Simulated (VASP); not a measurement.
Set up this calculation in VASP 6.6.1, as the native input.

| Property | Result |
| --- | --- |
| Task | single point |
| Functional | PBE |
| Potentials or basis | VASP PAW PBE potentials, release 64 (Pb_d, O) |
| Cutoff | 520 eV |
| k mesh | 9 × 9 × 9 |
| Occupations | fermi-dirac, width 0.0612256 eV |
| Spin | no spin polarisation |
| Dipole correction | no |
| Further INCAR settings | ALGO = Normal; EDIFF = 1e-06; NBANDS = 24 |

The structure of PbO3 (ReO3 type) lies in POSCAR:

```
PbO3
1.0
    4.2381627547      0.0000000000      0.0000000000
    0.0000000000      4.2381627547      0.0000000000
    0.0000000000      0.0000000000      4.2381627547
Pb O
1 3
Direct
    0.0000000000      0.0000000000      0.0000000000
    0.5000000000      0.0000000000      0.0000000000
    0.0000000000      0.5000000000      0.0000000000
    0.0000000000      0.0000000000      0.5000000000
```

These files were run (other wordings do the same):

INCAR

```
SYSTEM = PbO3
  PREC = Accurate
  ENCUT = 520
  EDIFF = 1E-6
  ISMEAR = -1
  SIGMA = 0.06122561905347299
  LREAL = .FALSE.
  LASPH = .TRUE.
  NELM = 60
  ALGO = Normal
  ISIF = 2
  LWAVE = .FALSE.
  LCHARG = .FALSE.
  GGA = PE
  NBANDS = 24
```

KPOINTS

```
regular mesh
0
G
  9 9 9
  0 0 0
```

Potentials or basis: VASP PAW PBE potentials, release 64 (Pb_d, O).

Run with:

```sh
$ cat potpaw_PBE.64/Pb_d/POTCAR potpaw_PBE.64/O/POTCAR > POTCAR
$ mpirun -np 1 vasp_std > vasp.out
```

It gave:

The pressure is 2.6 GPa and the band gap on the k mesh is zero (bands 16 and 17 overlap by 0.71 eV).

Caveat: semilocal functionals underestimate gaps, and a narrow one can read as zero; spin-orbit coupling is left out, which moves the levels of the heavy elements.

Wall time 65 s on 1 thread of Intel Xeon 8259CL, with other jobs on the host, peak memory 0.21 GiB.
